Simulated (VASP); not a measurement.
Here is a VASP 6.6.1 calculation.

INCAR

```
PREC = Accurate ; ENCUT = 520
EDIFF = 1E-6 ; ISMEAR = -1
SIGMA = 0.05 ; LREAL = False
LASPH = True ; NELM = 80
ALGO = Normal ; ISIF = 2
LWAVE = False ; LCHARG = True
GGA = B5 ; ALDAX = 1.0
AGGAX = 1.0 ; AGGAC = 1.0
ALDAC = 0.0 ; LELF = True
LVHAR = True ; NBANDS = 18
```

File KPOINTS:

```
Automatic mesh
0
Gamma
  12 12 12
```

Contents of POSCAR:

```
Si2W
1.0
   -1.6423306445      1.6423306445      3.9741038272
    1.6423306445     -1.6423306445      3.9741038272
    1.6423306445      1.6423306445     -3.9741038272
W Si
1 2
Direct
    0.0000000000      0.0000000000      0.0000000000
    0.6641408650      0.6641408650      0.0000000000
    0.3358591350      0.3358591350      0.0000000000
```

Potentials or basis: VASP PAW PBE potentials, release 64 (W_sv, Si).

Run with:

```sh
$ cat potpaw_PBE.64/W_sv/POTCAR potpaw_PBE.64/Si/POTCAR > POTCAR
$ mpirun -np 1 vasp_std > vasp.out
```

Problem. Estimate the largest force.

Solution. 0.011 eV/Å.

Problem. Predict the pressure.

Solution. 0.9 GPa.

Problem. Estimate the band gap on the k mesh.

Solution. Zero (bands 11 and 12 overlap by 1.12 eV).

Stress tensor (GPa, compression positive):
```
0.89 0.00 0.00
0.00 0.89 0.00
0.00 0.00 1.03
```

Caveat: the PAW data sets were made with another functional, which shifts forces and pressure a little; spin-orbit coupling is left out, which moves the levels of the heavy elements.
